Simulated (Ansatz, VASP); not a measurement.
# One calculation of Te2Mo, two programs

```
Te Mo
1.0
     3.51820    0.00000    0.00000
    -1.75910    3.04685    0.00000
     0.00000    0.00000   13.97360
Te Mo
4 2
Direct
  0.33333 0.66667 0.62100
  0.66667 0.33333 0.12100
  0.33333 0.66667 0.87900
  0.66667 0.33333 0.37900
  0.33333 0.66667 0.25000
  0.66667 0.33333 0.75000
```

Alike in both runs: task single point; functional PBEsol; k mesh 9 × 9 × 2; occupations fermi-dirac, width 0.1 eV; no spin polarisation.

```csv
,VASP,Ansatz
version,VASP 6.6.1,Ansatz 0.2.0
potentials or method,"VASP PAW PBE potentials, release 64 (Te, Mo_sv), cutoff 520 eV","plane waves, PAW"
valence electrons in the cell,52,92
```

VASP gave:

```
pressure (GPa)                                                : -1.0
traceless stress, the component that is largest in VASP (GPa) : 0.48
rms of the force components (eV/Å)                            : 0.028
```

Q: Which values does Ansatz return?

A: Pressure (GPa): -1.1; traceless stress, the component that is largest in VASP (GPa): 0.41; rms of the force components (eV/Å): 0.042.

VASP's potentials were made for PBE, not for PBEsol. Atom by atom the forces differ by 0.014 eV/Å (rms over components). VASP's potentials hold 52 valence electrons a cell and Ansatz's 92, so a difference there can come from the potentials and not from the codes. Ansatz's warnings: structure snapped to symmetry.

Spin-orbit coupling is off throughout.
